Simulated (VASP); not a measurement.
# ZnO (P6_3mc) in VASP: further runs

The runs below take ZnO through single point, with LDA.

All numbers are computed with VASP 6.6.1; they aren't measurements. Logs are shortened: lines on timing, memory, paths and dates and some standing lists are left out, and cuts for length are marked.

**Measured values to compare with.**

From “Electronic structure of alkaline earth and post-transition metal oxides”, 2009, arxiv:0908.1581, for a bulk crystal of ZnO: band gap 3.37 eV.

The runs below are set against these values where they give the same quantity.

**1. The cell of the first run**

It takes space group P6_3mc (No. 186, hexagonal). Conventional cell: a = 3.187 Å, b = 3.187 Å, c = 5.153 Å, α = 90.00°, β = 90.00°, γ = 120.00°. Zn (site symmetry 3m) has 4 O at 1.94 to 1.95 Å within 2.6 Å. O (site symmetry 3m) has 4 Zn at 1.94 to 1.95 Å within 2.6 Å.

**2. Single point, LDA**

Input file INCAR:

```
  ALGO = Normal
  EDIFF = 1E-6
  ENCUT = 520
  ISIF = 2
  ISMEAR = 0
  LASPH = T
  LCHARG = F
  LREAL = F
  LWAVE = F
  NBANDS = 26
  NELM = 60
  PREC = Accurate
  SIGMA = 0.05
```

Input file KPOINTS:

```
k-points
0
Gamma
  12 12 6
```

Input file POSCAR:

```
ZnO
1.0
    3.1871780739      0.0000000000      0.0000000000
   -1.5935890369      2.7601771784      0.0000000000
    0.0000000000      0.0000000000      5.1531926628
Zn O
2 2
Direct
    0.3333333333      0.6666666667      0.0018514197
    0.6666666667      0.3333333333      0.5018514197
    0.3333333333      0.6666666667      0.3802485803
    0.6666666667      0.3333333333      0.8802485803
```

Potentials or basis: VASP PAW LDA potentials, release 64 (Zn, O).

On the command line:

```bash
$ cat potpaw_LDA.64/Zn/POTCAR potpaw_LDA.64/O/POTCAR > POTCAR
$ mpirun -np 1 vasp_std > vasp.out
```

OUTCAR:

```text
EDIFF = 1E-6
   ENCUT = 520
   ISIF = 2
   ISMEAR = 0
   LASPH = T
   LREAL = F
   NELM = 60
   PREC = Accurate

 ion  position               nearest neighbor table
   1  0.333  0.667  0.002-   4 1.94   4 1.94   4 1.94   3 1.95
   2  0.667  0.333  0.502-   3 1.94   3 1.94   3 1.94   4 1.95
   3  0.333  0.667  0.380-   2 1.94   2 1.94   2 1.94   1 1.95
   4  0.667  0.333  0.880-   1 1.94   1 1.94   1 1.94   2 1.95

  LATTYP: Found a hexagonal cell.
 ALAT       =     3.1871780739
 C/A-ratio  =     1.6168511904

  Lattice vectors:

 A1 = (   3.1871780739,   0.0000000000,   0.0000000000)
 A2 = (  -1.5935890369,   2.7601771784,   0.0000000000)
 A3 = (   0.0000000000,   0.0000000000,   5.1531926628)

Analysis of symmetry for initial positions (statically):
=====================================================================
 Subroutine PRICEL returns:
 Original cell was already a primitive cell.

 Routine SETGRP: Setting up the symmetry group for a
 hexagonal supercell.

 Subroutine GETGRP returns: Found 12 space group operations
 (whereof  6 operations were pure point group operations)
 out of a pool of 24 trial point group operations.

The static configuration has the point symmetry C_3v.
 The point group associated with its full space group is C_6v.

Analysis of symmetry for dynamics (positions and initial velocities):
=====================================================================
 Subroutine PRICEL returns:
 Original cell was already a primitive cell.

 Routine SETGRP: Setting up the symmetry group for a
 hexagonal supercell.

 Subroutine GETGRP returns: Found 12 space group operations
 (whereof  6 operations were pure point group operations)
 out of a pool of 24 trial point group operations.

The dynamic configuration has the point symmetry C_3v.
 The point group associated with its full space group is C_6v.

 Subroutine INISYM returns: Found 12 space group operations
 (whereof  6 operations are pure point group operations),
 and found     1 'primitive' translations

----------------------------------------------------------------------------------------

                                     Primitive cell

  volume of cell :      45.3335

  direct lattice vectors                    reciprocal lattice vectors
     3.187178074  0.000000000  0.000000000     0.313757179  0.181147791  0.000000000
    -1.593589037  2.760177178  0.000000000     0.000000000  0.362295583  0.000000000
     0.000000000  0.000000000  5.153192663     0.000000000  0.000000000  0.194054456

  length of vectors
     3.187178074  3.187178074  5.153192663     0.362295583  0.362295583  0.194054456

  position of ions in fractional coordinates (direct lattice)
     0.333333333  0.666666667  0.001851420
     0.666666667  0.333333333  0.501851420
     0.333333333  0.666666667  0.380248580
     0.666666667  0.333333333  0.880248580

  ion indices of the primitive-cell ions
   primitive index   ion index
                 1           1
                 2           2
                 3           3
                 4           4

----------------------------------------------------------------------------------------

 KPOINTS: k-points

Automatic generation of k-mesh.
 Grid dimensions read from file:
 generate k-points for:   12   12    6

 Generating k-lattice:

  Cartesian coordinates                     Fractional coordinates (reciprocal lattice)
     0.026146432  0.015095649  0.000000000     0.083333333  0.000000000  0.000000000
     0.000000000  0.030191299  0.000000000     0.000000000  0.083333333  0.000000000
     0.000000000  0.000000000  0.032342409     0.000000000  0.000000000  0.166666667

  Length of vectors
     0.030191299  0.030191299  0.032342409

  Shift w.r.t. Gamma in fractional coordinates (k-lattice)
     0.000000000  0.000000000  0.000000000

 Subroutine IBZKPT returns following result:
 ===========================================

 Found     76 irreducible k-points:

 Following reciprocal coordinates:
            Coordinates               Weight
  0.000000  0.000000  0.000000      1.000000
  0.083333  0.000000  0.000000      6.000000
  0.166667  0.000000  0.000000      6.000000
  0.250000  0.000000  0.000000      6.000000
  0.333333  0.000000  0.000000      6.000000
  0.416667  0.000000  0.000000      6.000000
[... 16 lines left out ...]
  0.250000  0.000000  0.166667     12.000000
  0.333333  0.000000  0.166667     12.000000
 [... further k-points ...]
   k-points           NKPTS =     76   k-points in BZ     NKDIM =     76   number of bands    NBANDS=     26
   number of dos      NEDOS =    301   number of ions     NIONS =      4
   total plane-waves  NPLWV =  23040
   dimension x,y,z NGX =    24 NGY =   24 NGZ =   40
   dimension x,y,z NGXF=    48 NGYF=   48 NGZF=   80
   ions per type =               2   2
   NGX,Y,Z   is equivalent  to a cutoff of  12.52, 12.52, 12.90 a.u.
   NGXF,Y,Z  is equivalent  to a cutoff of  25.04, 25.04, 25.81 a.u.
 SYSTEM =  unknown system
   PREC   = accura    normal or accurate (medium, high low for compatibility)
   ISTART =      0    job   : 0-new  1-cont  2-samecut
   ICHARG =      2    charge: 1-file 2-atom 10-const
   ISPIN  =      1    spin polarized calculation?
   LNONCOLLINEAR =      F non collinear calculations
   LSORBIT =      F    spin-orbit coupling
   LASPH  =      T    aspherical Exc in radial PAW
   ENCUT  =  520.0 eV  38.22 Ry    6.18 a.u.   5.93  5.93  9.58*2*pi/ulx,y,z
   NELM   =     60;   NELMIN=  2; NELMDL= -5     # of ELM steps
   EDIFF  = 0.1E-05   stopping-criterion for ELM
   LREAL  =      F    real-space projection
   EDIFFG = 0.1E-04   stopping-criterion for IOM
   NSW    =      0    number of steps for IOM
   IBRION =     -1    ionic relax: 0-MD 1-quasi-New 2-CG
   NFREE  =      0    steps in history (QN), initial steepest desc. (CG)
   ISIF   =      2    stress and relaxation
   ISYM   =      2    0-nonsym 1-usesym 2-fastsym
   POTIM  = 0.5000    time-step for ionic-motion
   TEBEG  =    0.0;   TEEND  =   0.0 temperature during run
   PSTRESS=    0.0 pullay stress
   NELECT =      36.0000    total number of electrons
   NUPDOWN=      -1.0000    fix difference up-down
   EMIN   =  10.00;   EMAX   =-10.00  energy-range for DOS
   EFERMI =   0.00;   METHOD = LEGACY
   ISMEAR =     0;   SIGMA  =   0.05  broadening in eV -4-tet -1-fermi 0-gaus
   EFERMI_NEDOS =   21; number of points for ismear=-14 and -15
   IALGO  =     38    algorithm
   IMIX   =      4    mixing-type and parameters
     AMIX     =   0.40;   BMIX     =  1.00
     AMIX_MAG =   1.60;   BMIX_MAG =  1.00
  volume/ion in A,a.u.               =      11.33        76.48
  Fermi-wavevector in a.u.,A,eV,Ry     =   1.516011  2.864846 31.270138  2.298290
  Thomas-Fermi vector in A             =   2.625458
   LORBIT       =      0    0 simple, 1 ext, 2 COOP (PROOUT), +10 PAW based schemes
   GGA     = CA    functional components
   LHFCALC =     F    Hartree Fock is set to
   AEXX    =    0.0000 exact exchange contribution
   IVDW    =     0    specifies the selected vdW correction
   LEPSILON=     F    determine dielectric tensor
   LRPA    =     F    only Hartree local field effects (RPA)
 non-spin polarized calculation
 Gauss-broadening in eV      SIGMA  =   0.05
  energy-cutoff  :      520.00
  volume of cell :       45.33
 maximum number of plane-waves:      1237
 NGX is ok and might be reduce to    24
   NGX = 11   NGY = 11   NGZ = 19

 number of electron      35.9999983 magnetization

 Free energy of the ion-electron system (eV)
  ---------------------------------------------------
  ext. energy  EPLUGINS =         0.00000000
  ---------------------------------------------------
  free energy    TOTEN  =       -21.15689081 eV

  energy without entropy =      -21.15689081  energy(sigma->0) =      -21.15689081

 E-fermi :   1.6017     XC(G=0): -11.7246

 val. band max:        1.3502212116   @ k =   0.0000   0.0000   0.0000
 cond. band min:       2.1584054207   @ k =   0.0000   0.0000   0.0000
 fundamental gap:      0.8081842090
 Fermi energy:         1.6016566159

 k-point     1 :       0.0000    0.0000    0.0000
  band No.  band energies     occupation
      1     -16.8728      2.00000
      2     -16.0303      2.00000
      3      -4.7740      2.00000
      4      -4.6814      2.00000
      5      -4.6814      2.00000
      6      -4.6435      2.00000
[... 18 lines left out ...]
     25      15.6607      0.00000
     26      15.6607      0.00000

 k-point     2 :       0.0833    0.0000    0.0000
  band No.  band energies     occupation
      1     -16.8279      2.00000
      2     -16.0096      2.00000
      3      -4.7497      2.00000
      4      -4.6973      2.00000
      5      -4.6572      2.00000
      6      -4.6149      2.00000
[... 18 lines left out ...]
     25      15.5095      0.00000
     26      15.7623      0.00000

 k-point     3 :       0.1667    0.0000    0.0000
  band No.  band energies     occupation
      1     -16.7014      2.00000
      2     -15.9553      2.00000
      3      -4.8689      2.00000
      4      -4.5939      2.00000
      5      -4.5832      2.00000
      6      -4.5485      2.00000
[... 18 lines left out ...]
     25      15.4860      0.00000
     26      15.8592      0.00000

 k-point     4 :       0.2500    0.0000    0.0000
  band No.  band energies     occupation
      1     -16.5174      2.00000
      2     -15.8863      2.00000
      3      -4.9987      2.00000
      4      -4.6158      2.00000
      5      -4.5165      2.00000
      6      -4.4139      2.00000
[... 18 lines left out ...]
     25      14.8201      0.00000
     26      15.6970      0.00000
[... 496 lines left out ...]
      1     -16.6535      2.00000
      2     -16.0072      2.00000
      3      -4.9095      2.00000
      4      -4.7544      2.00000
      5      -4.5833      2.00000
      6      -4.5504      2.00000
[... 18 lines left out ...]
     25      14.6117      0.00000
     26      15.6308      0.00000

 k-point    23 :       0.2500    0.0000    0.1667
  band No.  band energies     occupation
      1     -16.4758      2.00000
      2     -15.9288      2.00000
      3      -5.0347      2.00000
      4      -4.7538      2.00000
      5      -4.5011      2.00000
      6      -4.4340      2.00000
[... 18 lines left out ...]
     25      14.8204      0.00000
     26      15.5612      0.00000

 k-point    24 :       0.3333    0.0000    0.1667
  band No.  band energies     occupation
      1     -16.2804      2.00000
      2     -15.8601      2.00000
      3      -5.1045      2.00000
      4      -4.7969      2.00000
      5      -4.4321      2.00000
      6      -4.2931      2.00000
[... 18 lines left out ...]
     25      14.8605      0.00000
     26      15.5395      0.00000

 [... further k-points ...]
[... 5 lines left out ...]
  --------------------------------------------------------------------------------------
  -------------------------------------------------------------------------------------
  Total        0.3131151      0.3131151      0.3049063      0.0000000     -0.0000000      0.0000000
  in kB       11.0661093     11.0661093     10.7759924      0.0000000     -0.0000000      0.0000000
  external PRESSURE =      10.9694037 kB  Pullay stress =       0.0000000 kB

 VOLUME and BASIS-vectors are now :
 -----------------------------------------------------------------------------
  energy-cutoff  :      520.00
  volume of cell :       45.33
      direct lattice vectors                 reciprocal lattice vectors
     3.187178074  0.000000000  0.000000000     0.313757179  0.181147791  0.000000000
    -1.593589037  2.760177178  0.000000000     0.000000000  0.362295583  0.000000000
     0.000000000  0.000000000  5.153192663     0.000000000  0.000000000  0.194054456

 POSITION                                       TOTAL-FORCE (eV/Angst)
 -----------------------------------------------------------------------------------
     -0.00000      1.84012      0.00954         0.000000     -0.000000      0.001713
      1.59359      0.92006      2.58614        -0.000000      0.000000      0.001713
     -0.00000      1.84012      1.95949        -0.000000     -0.000000     -0.001713
      1.59359      0.92006      4.53609         0.000000     -0.000000     -0.001713
 -----------------------------------------------------------------------------------
    total drift:                                0.000000      0.000001      0.000372

  FREE ENERGIE OF THE ION-ELECTRON SYSTEM (eV)
  ---------------------------------------------------
  free  energy   TOTEN  =       -21.1568908131 eV

  energy  without entropy=      -21.1568908131  energy(sigma->0) =      -21.15689081
```

Run time: 66 s. Hardware: 1 thread of AMD EPYC 7R43 (Zen 3), shared host; peak memory 0.16 GiB.

What came out:

```yaml
Free_energy: -21.1569 eV
Pressure: 1.1 GPa
Band_gap_on_the_k_mesh: 0.81 eV, direct
```

Levels at points of the mesh, in eV from the valence-band top:
```csv
k point,band 16,band 17,band 18,band 19,band 20,band 21
"(0.00, 0.00, 0.00)",-0.10,0.00,0.00,0.81,5.29,8.20
"(0.50, 0.00, 0.00)",-2.45,-1.41,-0.91,5.89,6.77,7.45
"(0.00, 0.00, 0.50)",-0.43,-0.43,-0.43,3.49,3.49,10.05
"(0.50, 0.00, 0.50)",-1.63,-1.50,-1.50,5.64,5.64,8.58
```

**3. Single point, LDA (c/a of the conventional cell at fixed volume 1.5522)**

Input file INCAR:

```
ALGO = Normal
EDIFF = 1E-6
ENCUT = 520
GGA = CA
ISIF = 2
ISMEAR = 0
LASPH = T
LCHARG = F
LREAL = F
LWAVE = F
NBANDS = 26
NELM = 100
PREC = Accurate
SIGMA = 0.05
```

KPOINTS is that of step 2.

Input file POSCAR:

```
ZnO
1.0
    3.2308276147      0.0000000000      0.0000000000
   -1.6154138073      2.7979787896      0.0000000000
    0.0000000000      0.0000000000      5.0148906235
Zn O
2 2
Direct
    0.3333333333      0.6666666667      0.0018514197
    0.6666666667      0.3333333333      0.5018514197
    0.3333333333      0.6666666667      0.3350338920
    0.6666666667      0.3333333333      0.8350338920
```

Potentials or basis: VASP PAW LDA potentials, release 64 (Zn, O).

On the command line:

```bash
$ cat potpaw_LDA.64/Zn/POTCAR potpaw_LDA.64/O/POTCAR > POTCAR
$ mpirun -np 1 vasp_std > vasp.out
```

Wall time 41 s (1 thread of AMD EPYC 9R14 (Zen 4), shared host); peak memory 0.16 GiB.

The run converged. Its results:

- Free energy: -20.0280 eV
- Pressure: 13.8 GPa
- Largest force: 5.233 eV/Å
- Band gap on the k mesh: 0.99 eV, indirect (least direct gap 1.01 eV)

Forces in eV/Å, atoms in the order of the input:
```
Zn   0.000  0.000 -5.233
Zn   0.000  0.000 -5.233
O    0.000  0.000  5.233
O    0.000  0.000  5.233
```

Stress tensor (GPa, compression positive):
```
-8.52  0.00  0.00
 0.00 -8.52  0.00
 0.00  0.00 58.44
```

Levels at points of the mesh, in eV from the valence-band top:
| k point | band 15 | band 16 | band 17 | band 18 | band 19 | band 20 | band 21 | band 22 |
| --- | --- | --- | --- | --- | --- | --- | --- | --- |
| (0.00, 0.00, 0.00) | -1.56 | -0.10 | -0.10 | -0.02 | 0.99 | 5.32 | 8.84 | 12.67 |
| (0.50, 0.00, 0.00) | -2.96 | -2.90 | -1.54 | -0.41 | 5.73 | 6.63 | 7.31 | 8.26 |
| (0.00, 0.00, 0.50) | -0.81 | -0.81 | -0.81 | -0.81 | 3.48 | 3.48 | 10.94 | 10.94 |
| (0.50, 0.00, 0.50) | -1.55 | -1.55 | -1.39 | -1.39 | 5.56 | 5.56 | 8.18 | 8.18 |

Caveat: forces of over 1 eV/Å act on the atoms, so gaps and moduli don't describe the material at rest.

(Continued in part 2 of 2.)
